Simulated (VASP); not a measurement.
BP, 2 atoms in the cell. Symmetry: F-43m, No. 216, cubic system. Conventional cell: a = 4.598 Å, b = 4.598 Å, c = 4.598 Å, α = 90.00°, β = 90.00°, γ = 90.00°. Within 2.6 Å of P (site symmetry -43m) lie 4 B at 1.99 Å. B (site symmetry -43m) has 4 P at 1.99 Å within 2.6 Å.  This cell differs from its parent crystal: volume scaled by 1.04.

| Item | Value |
| --- | --- |
| Program | VASP 6.6.1 |
| Task | single point |
| Functional | PBEsol |
| Potentials or basis | VASP PAW PBE potentials, release 64 (P, B) |
| Cutoff | 520 eV |
| k mesh | 10 × 10 × 10 |
| Occupations | fermi-dirac, width 0.05 eV |
| Spin | no spin polarisation |
| Dipole correction | no |
| Further INCAR settings | ALGO = Normal; EDIFF = 1e-07; NBANDS = 11 |

Potentials or basis: VASP PAW PBE potentials, release 64 (P, B).

Command:

```sh
$ cat potpaw_PBE.64/P/POTCAR potpaw_PBE.64/B/POTCAR > POTCAR
$ mpirun -np 1 vasp_std > vasp.out
```

Hardware: 1 thread of Intel(R) Xeon(R) 6975P-C (Granite Rapids), on a shared host.

Q: How long does it take, and how much memory?

A: Run time: 3.7 s on 1 thread of Intel(R) Xeon(R) 6975P-C (Granite Rapids), on a shared host, peak memory 0.13 GiB. Counts: scf iterations 13, k points 47.
